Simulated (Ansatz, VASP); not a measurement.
## One calculation of Pd, two programs

File INCAR:

```
SYSTEM = Pd
PREC = Accurate
ENCUT = 600
EDIFF = 1E-7
ISMEAR = 0
SIGMA = 0.1
LREAL = .False.
LASPH = .True.
NELM = 100
ALGO = Normal
ISIF = 3
LWAVE = .False.
LCHARG = .False.
GGA = PS
IBRION = 2
NSW = 70
EDIFFG = -0.005
```

File KPOINTS:

```
Automatic mesh
0
Gamma
  18 18 18
  0 0 0
```

The input POSCAR:

```
Pd
1.0
    0.0000000000      1.9711878716      1.9711878716
    1.9711878716      0.0000000000      1.9711878716
    1.9711878716      1.9711878716      0.0000000000
Pd
1
Direct
    0.0000000000      0.0000000000      0.0000000000
```

Input for Ansatz:

```yaml
crystal:
  lattice:
    - [0.0, 1.9711878716, 1.9711878716]
    - [1.9711878716, 0.0, 1.9711878716]
    - [1.9711878716, 1.9711878716, 0.0]
  atoms:
    - { symbol: Pd, position: [0.0, 0.0, 0.0] }
basis:
  ecutwfc: 420
kpoints:
  mp_grid: { grid: [18, 18, 18] }
hamiltonian:
  xc: pbesol
scf:
  occupations: { method: gaussian, width: 0.1 }
output:
  forces: true
  stress: true
  eigenvalues: true
relax:
  adjacent_minimum: "off"
  f_tol: 0.005
  max_steps: 50
  cell: { stress_tol: 0.05 }
```

Alike in both runs: task relaxation of cell and atoms; functional PBEsol; k mesh 18 × 18 × 18; occupations gaussian, width 0.1 eV; no spin polarisation.

|  | VASP | Ansatz |
| --- | --- | --- |
| version | VASP 6.6.1 | Ansatz 0.2.0 |
| potentials or method | VASP PAW PBE potentials, release 64 (Pd), cutoff 600 eV | scalar-relativistic, plane waves, PAW |
| valence electrons in the cell | 10 | 18 |

|  | VASP | Ansatz | Ansatz less VASP |
| --- | --- | --- | --- |
| gap on the k mesh at the Fermi level, each at its own relaxed structure (eV) | none | none | - |
| relaxed volume (Å³/atom) | 14.52 | 14.54 | +0.021 |
| relaxed length of the cell vector where the two differ most in proportion (Å) | 2.739 | 2.740 | +0.0013 |

VASP's potentials were made for PBE, not for PBEsol. A gap of «none» marks a metal or a gap that the smearing closes. VASP's potentials hold 10 valence electrons a cell and Ansatz's 18, so a difference there can come from the potentials and not from the codes.
